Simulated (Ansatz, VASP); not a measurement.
## Os in VASP and in Ansatz

INCAR

```
SYSTEM = Os
ALGO = Normal
EDIFF = 1E-7
EDIFFG = -0.005
ENCUT = 600
GGA = PE
IBRION = 2
ISIF = 3
ISMEAR = -1
LASPH = .TRUE.
LCHARG = .FALSE.
LREAL = .FALSE.
LWAVE = .FALSE.
NELM = 100
NSW = 45
PREC = Accurate
SIGMA = 0.05
```

The input KPOINTS:

```
k-points
0
G
  19 19 19
  0 0 0
```

File POSCAR:

```
Os
1.0
   -1.5459096614      1.5459096614      1.5459096614
    1.5459096614     -1.5459096614      1.5459096614
    1.5459096614      1.5459096614     -1.5459096614
Os
1
Direct
    0.0000000000      0.0000000000      0.0000000000
```

Input for Ansatz:

```yaml
crystal:
  lattice:
    - [-1.5459096614, 1.5459096614, 1.5459096614]
    - [1.5459096614, -1.5459096614, 1.5459096614]
    - [1.5459096614, 1.5459096614, -1.5459096614]
  atoms:
    - { symbol: Os, position: [0.0, 0.0, 0.0] }
kpoints:
  mp_grid: { grid: [19, 19, 19] }
scf:
  occupations: { method: fermi_dirac, width: 0.05 }
hamiltonian:
  xc: pbe
  pseudopotentials: { kind: all_electron, lapw: { basis_error: 0.0005 } }
output:
  forces: true
  stress: true
  eigenvalues: true
  populations: true
relax:
  f_tol: 0.005
  max_steps: 25
  cell: {}
```

Alike in both runs: task relaxation of cell and atoms; functional PBE; k mesh 19 × 19 × 19; occupations fermi-dirac, width 0.05 eV; no spin polarisation.

```csv
,VASP,Ansatz
version,VASP 6.6.1,Ansatz 0.2.0
potentials or method,"VASP PAW PBE potentials, release 64 (Os), cutoff 600 eV","all-electron LAPW, scalar-relativistic"
```

```csv
,VASP,Ansatz,Ansatz less VASP
relaxed volume (Å³/atom),14.78,14.78,-0.007
relaxed length of the cell vector where the two differ most in proportion (Å),2.678,2.678,-0.0004
```

Ansatz ran all-electron here, and VASP with PAW potentials.

Neither program's run includes spin-orbit coupling.
